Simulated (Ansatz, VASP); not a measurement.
# SrCl2: VASP beside Ansatz

```xyz
3
Lattice="0.0000 3.4506 3.4855 3.4855 0.0000 3.4855 3.4855 3.4506 0.0000" Properties=species:S:1:pos:R:3 pbc="T T T"
Sr    0.0000    0.0000    0.0000
Cl    1.7428    1.7253    1.7428
Cl    5.2283    5.1760    5.2283
```

Change from the starting cell: strain -0.0100 x Voigt [0, 1, 0, 0, 0, 0], atoms carried along.

Alike in both runs: task single point; functional PBE; k mesh 6 × 6 × 6; occupations gaussian, width 0.05 eV; no spin polarisation.

|  | VASP | Ansatz |
| --- | --- | --- |
| version | VASP 6.6.1 | Ansatz 0.2.0 |
| potentials or method | VASP PAW PBE potentials, release 64 (Sr_sv, Cl), cutoff 520 eV | scalar-relativistic, plane waves, PAW |
| valence electrons in the cell | 24 | 24 |

```csv
,VASP,Ansatz,Ansatz less VASP
gap on the k mesh at the Fermi level (eV),5.34,5.35,+0.005
least direct gap on the mesh (eV),5.46,5.46,+0.003
pressure (GPa),1.6,1.5,-0.09
"traceless stress, the component that is largest in VASP (GPa)",0.35,0.35,+0.002
```
